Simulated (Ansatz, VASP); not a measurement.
**Two plane-wave programs on ZnS**

```
Zn S
1.0
     3.80874    0.00000    0.00000
    -1.90437    3.29846    0.00000
     0.00000    0.00000   12.46647
Zn S
4 4
Direct
  0.00000 0.00000 0.00011
  0.00000 0.00000 0.50011
  0.33333 0.66667 0.25007
  0.66667 0.33333 0.75007
  0.00000 0.00000 0.18724
  0.00000 0.00000 0.68724
  0.33333 0.66667 0.43758
  0.66667 0.33333 0.93758
```

Alike in both runs: task single point; functional r2SCAN; k mesh 6 × 6 × 2; occupations gaussian, width 0.02 eV; no spin polarisation.

|  | VASP | Ansatz |
| --- | --- | --- |
| version | VASP 6.6.1 | Ansatz 0.2.0 |
| potentials or method | VASP PAW PBE potentials, release 64 (Zn, S), cutoff 520 eV | scalar-relativistic, plane waves, PAW |
| valence electrons in the cell | 72 | 72 |

VASP gave:

* gap on the k mesh at the Fermi level (eV): 2.75
* least direct gap on the mesh (eV): 2.75
* pressure (GPa): 0.0
* rms of the force components (eV/Å): 0.004

Question: What did Ansatz give for the same quantities?

Answer: gap on the k mesh at the Fermi level (eV): 2.74; least direct gap on the mesh (eV): 2.74; pressure (GPa): 0.0; rms of the force components (eV/Å): 0.000.

VASP's potentials were made for PBE, not for r2SCAN. Atom by atom the forces differ by 0.004 eV/Å (rms over components). The functional is the same, so the differences come from potentials, cutoffs and numerics.
